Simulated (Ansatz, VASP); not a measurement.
# Two plane-wave programs on MgO

```
CELL_PARAMETERS angstrom
3.38686 0.00000 0.00000
-1.69343 2.93311 0.00000
0.00000 0.00000 5.18540
ATOMIC_POSITIONS crystal
Mg 0.33333 0.66667 0.99131
Mg 0.66667 0.33333 0.49131
O 0.33333 0.66667 0.38369
O 0.66667 0.33333 0.88369
```

Change from the starting cell: hydrostatic strain +3.0%.

Alike in both runs: task single point; functional r2SCAN; k mesh 12 × 12 × 6; no spin polarisation.

```csv
,VASP,Ansatz
version,VASP 6.6.1,Ansatz 0.2.0
potentials or method,"VASP PAW PBE potentials, release 64 (Mg, O)","plane waves, PAW"
plane-wave cutoff (eV),520,500
occupations,"gaussian, width 0.01 eV",fixed
valence electrons in the cell,16,32
```

|  | VASP | Ansatz | Ansatz less VASP |
| --- | --- | --- | --- |
| gap on the k mesh at the Fermi level (eV) | 3.73 | 3.74 | +0.015 |
| pressure (GPa) | -10.0 | -9.3 | +0.62 |
| traceless stress, the component that is largest in VASP (GPa) | 1.38 | 1.32 | -0.061 |

VASP's potentials were made for PBE, not for r2SCAN. VASP's potentials hold 16 valence electrons a cell and Ansatz's 32, so a difference there can come from the potentials and not from the codes.
